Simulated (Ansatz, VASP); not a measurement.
**One calculation of NaH, two programs**

```
Na H
1.0
     0.00000    2.39751    2.39751
     2.39751    0.00000    2.39751
     2.39751    2.39751    0.00000
Na H
1 1
Direct
  0.00000 0.00000 0.00000
  0.50000 0.50000 0.50000
```

Alike in both runs: task single point; functional PBE; k mesh 6 × 6 × 6; occupations gaussian, width 0.2 eV; no spin polarisation.

|  | VASP | Ansatz |
| --- | --- | --- |
| version | VASP 6.6.1 | Ansatz 0.2.0 |
| potentials or method | VASP PAW PBE potentials, release 64 (Na_pv, H) | plane waves |
| plane-wave cutoff (eV) | 500 | 420 |
| valence electrons in the cell | 8 | 10 |

Ansatz gave:

```
gap on the k mesh at the Fermi level (eV) : 3.85
pressure (GPa)                            : 0.6
```

Question: Estimate VASP's values.

Answer: gap on the k mesh at the Fermi level (eV): 3.85; pressure (GPa): 0.5.

VASP's potentials hold 8 valence electrons a cell and Ansatz's 10, so a difference there can come from the potentials and not from the codes.
